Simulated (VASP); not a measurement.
# CuS (Fm-3m) in VASP: single point with LDA

Aim: the single point of CuS with LDA.

Everything below comes from runs of VASP 6.6.1. Logs are shortened: lines on timing, memory, paths and dates and some standing lists are left out, and cuts for length are marked.

## 1. The cell of the first run

The structure is cubic, space group Fm-3m (No. 225). The conventional cell has a = 4.880 Å, b = 4.880 Å, c = 4.880 Å, α = 90.00°, β = 90.00°, γ = 90.00°. Within 3.2 Å of Cu (site symmetry m-3m) lie 6 S at 2.44 Å. S (site symmetry m-3m) has 6 Cu at 2.44 Å within 3.2 Å.

## 2. Single point, LDA, collinear spin, zero start

INCAR

```
SYSTEM = CuS
PREC     = Accurate       ! precision mode
ENCUT    = 600            ! plane-wave cutoff, eV
EDIFF    = 1E-6           ! SCF threshold, eV
ISMEAR   = 0              ! smearing method
SIGMA    = 0.1            ! smearing width, eV
LREAL    = .False.        ! projectors in reciprocal space
LASPH    = .True.         ! aspherical terms in the spheres
NELM     = 200            ! most SCF steps
ALGO     = Normal         ! electronic algorithm
ISIF     = 2              ! what is computed and relaxed
LWAVE    = .False.        ! write WAVECAR
LCHARG   = .False.        ! write CHGCAR
ISPIN    = 2              ! spin polarisation
MAGMOM   = 0 0            ! initial moments
LORBIT   = 11             ! projections on sites
LMAXMIX  = 4              ! l up to which the mixer works
GGA      = CA             ! functional
NBANDS   = 20             ! bands
GGA_COMPAT= .False.
```

KPOINTS

```
regular mesh
0
Gamma
  10 10 10
  0 0 0
```

POSCAR

```
CuS
1.0
    0.0000000000      2.4399030000      2.4399030000
    2.4399030000      0.0000000000      2.4399030000
    2.4399030000      2.4399030000      0.0000000000
Cu S
1 1
Direct
    0.0000000000      0.0000000000      0.0000000000
    0.5000000000      0.5000000000      0.5000000000
```

Potentials or basis: VASP PAW LDA potentials, release 64 (Cu, S).

On the command line:

```bash
> cat potpaw_LDA.64/Cu/POTCAR potpaw_LDA.64/S/POTCAR > POTCAR
> mpirun -np 1 vasp_std > vasp.out
```

OUTCAR:

```text
SYSTEM = CuS
   PREC = Accurate
   ENCUT = 600
   EDIFF = 1E-6
   ISMEAR = 0
   LREAL = .False.
   LASPH = .True.
   NELM = 200
   ISIF = 2
   ISPIN = 2
   LORBIT = 11
   GGA = CA

 ion  position               nearest neighbor table
   1  0.000  0.000  0.000-   2 2.44   2 2.44   2 2.44   2 2.44   2 2.44   2 2.44
   2  0.500  0.500  0.500-   1 2.44   1 2.44   1 2.44   1 2.44   1 2.44   1 2.44

  LATTYP: Found a face centered cubic cell.
 ALAT       =     4.8798060000

  Lattice vectors:

 A1 = (   0.0000000000,   2.4399030000,   2.4399030000)
 A2 = (   2.4399030000,   0.0000000000,   2.4399030000)
 A3 = (   2.4399030000,   2.4399030000,   0.0000000000)

Analysis of symmetry for initial positions (statically):
=====================================================================
 Subroutine PRICEL returns:
 Original cell was already a primitive cell.

 Routine SETGRP: Setting up the symmetry group for a
 face centered cubic supercell.

 Subroutine GETGRP returns: Found 48 space group operations
 (whereof 48 operations were pure point group operations)
 out of a pool of 48 trial point group operations.

The static configuration has the point symmetry O_h .

Analysis of symmetry for dynamics (positions and initial velocities):
=====================================================================
 Subroutine PRICEL returns:
 Original cell was already a primitive cell.

 Routine SETGRP: Setting up the symmetry group for a
 face centered cubic supercell.

 Subroutine GETGRP returns: Found 48 space group operations
 (whereof 48 operations were pure point group operations)
 out of a pool of 48 trial point group operations.

The dynamic configuration has the point symmetry O_h .

Analysis of structural, dynamic, and magnetic symmetry:
=====================================================================
 Subroutine PRICEL returns:
 Original cell was already a primitive cell.

 Routine SETGRP: Setting up the symmetry group for a
 face centered cubic supercell.

 Subroutine GETGRP returns: Found 48 space group operations
 (whereof 48 operations were pure point group operations)
 out of a pool of 48 trial point group operations.

The overall configuration has the point symmetry O_h .

 Subroutine INISYM returns: Found 48 space group operations
 (whereof 48 operations are pure point group operations),
 and found     1 'primitive' translations

----------------------------------------------------------------------------------------

                                     Primitive cell
[... 114 lines left out ...]
  Thomas-Fermi vector in A             =   2.495216
   LORBIT       =     11    0 simple, 1 ext, 2 COOP (PROOUT), +10 PAW based schemes
   GGA     = CA    functional components
   LHFCALC =     F    Hartree Fock is set to
   AEXX    =    0.0000 exact exchange contribution
   IVDW    =     0    specifies the selected vdW correction
   LEPSILON=     F    determine dielectric tensor
   LRPA    =     F    only Hartree local field effects (RPA)
 spin polarized calculation
 Gauss-broadening in eV      SIGMA  =   0.10
  energy-cutoff  :      600.00
  volume of cell :       29.05
 maximum number of plane-waves:       982
   NGX = 13   NGY = 13   NGZ = 13

 number of electron      16.9999986 magnetization       0.0000001

 number of electron      16.9999986 magnetization      -0.0000007

 Free energy of the ion-electron system (eV)
  ---------------------------------------------------
  ext. energy  EPLUGINS =         0.00000000
  ---------------------------------------------------
  free energy    TOTEN  =        -9.68698584 eV

  energy without entropy =       -9.68430689  energy(sigma->0) =       -9.68564636

 E-fermi :   6.6878     XC(G=0): -11.7139

 val. band max:        6.6200576926   @ k =   0.2000   0.0000   0.0000
 cond. band min:       6.7085173301   @ k =  -0.1000   0.1000   0.0000
 fundamental gap:      0.0884596375
 Fermi energy:         6.6878192138

 spin component 1

 k-point     1 :       0.0000    0.0000    0.0000
  band No.  band energies     occupation
      1      -8.0420      1.00000
      2       3.6507      1.00000
      3       3.6507      1.00000
      4       3.7160      1.00000
      5       3.7160      1.00000
      6       3.7160      1.00000
[... 541 lines left out ...]
     19      29.0335      0.00000
     20      29.3427      0.00000

 [... further k-points ...]

 spin component 2

 k-point     1 :       0.0000    0.0000    0.0000
  band No.  band energies     occupation
      1      -8.0420      1.00000
      2       3.6507      1.00000
      3       3.6507      1.00000
      4       3.7160      1.00000
      5       3.7160      1.00000
      6       3.7160      1.00000
[... 541 lines left out ...]
     19      29.0335      0.00000
     20      29.3427      0.00000

 [... further k-points ...]

------------------------ aborting loop because EDIFF is reached ----------------------------------------

  FORCE on cell =-STRESS in cart. coord.  units (eV):
  Direction    XX          YY          ZZ          XY          YZ          ZX
  --------------------------------------------------------------------------------------
  -------------------------------------------------------------------------------------
  Total       -1.5649136     -1.5649136     -1.5649136     -0.0000000     -0.0000000     -0.0000000
  in kB      -86.3084394    -86.3084394    -86.3084394     -0.0000000     -0.0000000     -0.0000000
  external PRESSURE =     -86.3084394 kB  Pullay stress =       0.0000000 kB

 VOLUME and BASIS-vectors are now :
 -----------------------------------------------------------------------------
  energy-cutoff  :      600.00
  volume of cell :       29.05
      direct lattice vectors                 reciprocal lattice vectors
     0.000000000  2.439903000  2.439903000    -0.204926179  0.204926179  0.204926179
     2.439903000  0.000000000  2.439903000     0.204926179 -0.204926179  0.204926179
     2.439903000  2.439903000  0.000000000     0.204926179  0.204926179 -0.204926179

 POSITION                                       TOTAL-FORCE (eV/Angst)
 -----------------------------------------------------------------------------------
      0.00000      0.00000      0.00000        -0.000000     -0.000000      0.000000
      2.43990      2.43990      2.43990         0.000000      0.000000     -0.000000
 -----------------------------------------------------------------------------------
    total drift:                               -0.000000      0.000000      0.000000

  FREE ENERGIE OF THE ION-ELECTRON SYSTEM (eV)
  ---------------------------------------------------
  free  energy   TOTEN  =        -9.6869858381 eV

  energy  without entropy=       -9.6843068894  energy(sigma->0) =       -9.68564636

 total charge

# of ion       s       p       d       tot
------------------------------------------
    1        0.377   0.345   9.179   9.901
    2        1.352   2.285   0.000   3.637
--------------------------------------------------
tot          1.729   2.630   9.179  13.538

 magnetization (x)

# of ion       s       p       d       tot
------------------------------------------
    1       -0.000  -0.000  -0.000  -0.000
    2        0.000   0.000   0.000   0.000
--------------------------------------------------
tot         -0.000   0.000  -0.000   0.000
```

OSZICAR:

```text
N       E                     dE             d eps       ncg     rms          rms(c)
DAV:   1     0.101279492332E+03    0.10128E+03   -0.79661E+03  4168   0.125E+03
DAV:   2    -0.228009799439E+01   -0.10356E+03   -0.91146E+02  3912   0.254E+02
DAV:   3    -0.110433834121E+02   -0.87633E+01   -0.80716E+01  4568   0.679E+01
DAV:   4    -0.112152845724E+02   -0.17190E+00   -0.17120E+00  4680   0.887E+00
DAV:   5    -0.112179427415E+02   -0.26582E-02   -0.26578E-02  4476   0.117E+00    0.120E+01
DAV:   6    -0.113289327425E+02   -0.11099E+00   -0.12343E+01  4444   0.985E+01    0.916E+00
DAV:   7    -0.969385797235E+01    0.16351E+01   -0.34588E+00  4884   0.611E+01    0.295E+00
DAV:   8    -0.970239353250E+01   -0.85356E-02   -0.18210E-01  5432   0.832E+00    0.130E+00
DAV:   9    -0.968699246183E+01    0.15401E-01   -0.44863E-02  5140   0.630E+00    0.252E-01
DAV:  10    -0.968736927829E+01   -0.37682E-03   -0.26656E-03  5644   0.148E+00    0.204E-01
DAV:  11    -0.968697915770E+01    0.39012E-03   -0.92027E-04  4976   0.899E-01    0.402E-02
DAV:  12    -0.968698587448E+01   -0.67168E-05   -0.88773E-05  5840   0.847E-02    0.571E-03
DAV:  13    -0.968698583808E+01    0.36404E-07   -0.17130E-06  3520   0.215E-02
   1 F= -.96869858E+01 E0= -.96856464E+01  d E =-.267895E-02  mag=     0.0000
```

stdout:

```text
POSCAR found type information on POSCAR CuS
 POSCAR found :  2 types and       2 ions
 scaLAPACK will be used
 LDA part: xc-table for (Slater(with rela. corr.)+CA(PZ))
 , standard interpolation
 POSCAR, INCAR and KPOINTS ok, starting setup
 FFT: planning ... GRIDC
 FFT: planning ... GRID_SOFT
 FFT: planning ... GRID
 WAVECAR not read
 entering main loop
```

Run time: 56 s. Hardware: 1 thread of AMD EPYC 7R43 (Zen 3), shared host; peak memory 0.14 GiB.

Results:

| Item | Value |
| --- | --- |
| Free energy | -9.6870 eV |
| Pressure | -8.6 GPa |
| Net moment | 0.00 μB per cell |
| Valence electrons inside the program's atomic spheres | Cu 9.90; S 3.64 |

Levels at points of the mesh, in eV from the Fermi level:
Spin up:
| k point | band 7 | band 8 | band 9 | band 10 | band 11 | band 12 |
| --- | --- | --- | --- | --- | --- | --- |
| (0.00, 0.00, 0.00) | -0.79 | -0.79 | -0.79 | 3.64 | 9.74 | 9.74 |
| (0.50, 0.00, 0.00) | -2.22 | 1.03 | 1.03 | 4.24 | 6.28 | 6.28 |
| (0.50, 0.50, 0.00) | -2.42 | -2.42 | -2.06 | 1.12 | 6.10 | 13.11 |
Spin down:
| k point | band 6 | band 7 | band 8 | band 9 | band 10 | band 11 | band 12 | band 13 |
| --- | --- | --- | --- | --- | --- | --- | --- | --- |
| (0.00, 0.00, 0.00) | -2.97 | -0.79 | -0.79 | -0.79 | 3.64 | 9.74 | 9.74 | 9.74 |
| (0.50, 0.00, 0.00) | -2.55 | -2.22 | 1.03 | 1.03 | 4.24 | 6.28 | 6.28 | 10.02 |
| (0.50, 0.50, 0.00) | -2.83 | -2.42 | -2.42 | -2.06 | 1.12 | 6.10 | 13.11 | 14.32 |

Caveat: the cell stands under tension. With open d or f shells a metallic result of LDA can be an artefact of self-interaction; +U or a hybrid may open a gap.
